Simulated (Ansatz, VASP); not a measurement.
## SnRu4: VASP beside Ansatz

Contents of INCAR:

```
SYSTEM = SnRu4
PREC = Accurate ; ENCUT = 520
EDIFF = 1E-6 ; ISMEAR = 0
SIGMA = 0.1 ; LREAL = .False.
LASPH = .True. ; NELM = 100
ALGO = Fast ; ISIF = 2
LWAVE = .False. ; LCHARG = .False.
GGA = PE ; NBANDS = 43
```

KPOINTS

```
Automatic mesh
0
Gamma
  4 4 4
  0 0 0
```

POSCAR

```
SnRu4
1.0
    4.7765373700      0.0000000000      0.0000000000
    0.0000000000      4.7765373700      0.0000000000
    0.0000000000      0.0000000000      4.0096163400
Sn Ru
1 4
Direct
    0.5000000000      0.5000000000      0.5000000000
    0.2412085800      0.2412085800      0.5000000000
    0.7587914200      0.7587914200      0.5000000000
    0.2412085800      0.7587914200      0.5000000000
    0.7587914200      0.2412085800      0.5000000000
```

Input for Ansatz:

```yaml
crystal:
  lattice:
    - [4.77653737, 0.0, 0.0]
    - [0.0, 4.77653737, 0.0]
    - [0.0, 0.0, 4.00961634]
  atoms:
    - { symbol: Sn, position: [0.5, 0.5, 0.5] }
    - { symbol: Ru, position: [0.24120858, 0.24120858, 0.5] }
    - { symbol: Ru, position: [0.75879142, 0.75879142, 0.5] }
    - { symbol: Ru, position: [0.24120858, 0.75879142, 0.5] }
    - { symbol: Ru, position: [0.75879142, 0.24120858, 0.5] }
basis:
  ecutwfc: 420
kpoints:
  mp_grid: { grid: [4, 4, 4] }
hamiltonian:
  xc: pbe
scf:
  occupations: { method: gaussian, width: 0.1 }
  lower_state_search: "off"
output:
  forces: true
  stress: true
  eigenvalues: true
```

Alike in both runs: task single point; functional PBE; k mesh 4 × 4 × 4; occupations gaussian, width 0.1 eV; no spin polarisation.

|  | VASP | Ansatz |
| --- | --- | --- |
| version | VASP 6.6.1 | Ansatz 0.2.0 |
| potentials or method | VASP PAW PBE potentials, release 64 (Sn_d, Ru_pv), cutoff 520 eV | scalar-relativistic, plane waves, PAW |
| valence electrons in the cell | 70 | 78 |

|  | VASP | Ansatz | Ansatz less VASP |
| --- | --- | --- | --- |
| gap on the k mesh at the Fermi level (eV) | none | none | - |
| rms of the force components (eV/Å) | 20.320 | 24.375 | +4.0548 |

Atom by atom the forces differ by 4.055 eV/Å (rms over components). A gap of «none» marks a metal or a gap that the smearing closes. The functional is the same, so the differences come from potentials, cutoffs and numerics. VASP's potentials hold 70 valence electrons a cell and Ansatz's 78, so a difference there can come from the potentials and not from the codes.

The k mesh is coarse, so the values compare programs but aren't converged.
